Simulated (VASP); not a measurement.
Write the native input for VASP 6.6.1 that does the following.

```yaml
Task: single point
Functional: PBE
Potentials_or_basis: VASP PAW PBE potentials, release 64 (Mg, Cd, Te)
Cutoff: 600 eV
k_mesh: 6 × 6 × 1
Occupations: gaussian, width 0.1 eV
Spin: no spin polarisation
Dipole_correction: no
Further_INCAR_settings: ALGO = Normal; EDIFF = 1e-06; NBANDS = 56
```

The structure of MgCd2Te3 lies in POSCAR:

```
MgCd2Te3
1.0
    4.3044498600      0.0000000000      0.0000000000
   -2.1522249300      3.7277629300      0.0000000000
    0.0000000000      0.0000000000     21.0267337900
Mg Cd Te
2 4 6
Direct
    0.0000000000      0.0000000000      0.0833333300
    0.0000000000      0.0000000000      0.9166666700
    0.0000000000      0.0000000000      0.4166666700
    0.0000000000      0.0000000000      0.7500000000
    0.0000000000      0.0000000000      0.2500000000
    0.0000000000      0.0000000000      0.5833333300
    0.3333333300      0.6666666700      0.0000000000
    0.3333333300      0.6666666700      0.3333333300
    0.3333333300      0.6666666700      0.6666666700
    0.6666666700      0.3333333300      0.1666666700
    0.6666666700      0.3333333300      0.5000000000
    0.6666666700      0.3333333300      0.8333333300
```

The input as run:

INCAR

```
PREC     = Accurate       # precision mode
ENCUT    = 600            # plane-wave cutoff, eV
EDIFF    = 1E-6           # SCF threshold, eV
ISMEAR   = 0              # smearing method
SIGMA    = 0.1            # smearing width, eV
LREAL    = False          # projectors in reciprocal space
LASPH    = True           # aspherical terms in the spheres
NELM     = 120            # most SCF steps
ALGO     = Normal         # electronic algorithm
ISIF     = 2              # what is computed and relaxed
LWAVE    = False          # write WAVECAR
LCHARG   = True           # write CHGCAR
GGA      = PE             # functional
LELF     = True           # ELF
LVHAR    = True         
NBANDS   = 56             # bands
GGA_COMPAT= False
```

KPOINTS

```
regular mesh
0
Gamma
  6 6 1
```

Potentials or basis: VASP PAW PBE potentials, release 64 (Mg, Cd, Te).

The run is started by

```bash
$ cat potpaw_PBE.64/Mg/POTCAR potpaw_PBE.64/Cd/POTCAR potpaw_PBE.64/Te/POTCAR > POTCAR
$ mpirun -np 1 vasp_std > vasp.out
```

It gave:

| Quantity | Value |
| --- | --- |
| Pressure | 0.5 GPa |
| Largest force | 0.345 eV/Å |
| Band gap on the k mesh | zero (band 44 reaches 4.10 eV, above the bottom of band 45 at 3.63 eV) |

Caveat: spin-orbit coupling is left out, which moves the levels of the heavy elements.

Run time: 6.1 min on 1 thread of AMD EPYC 7R13, on a shared host, peak memory 0.54 GiB.
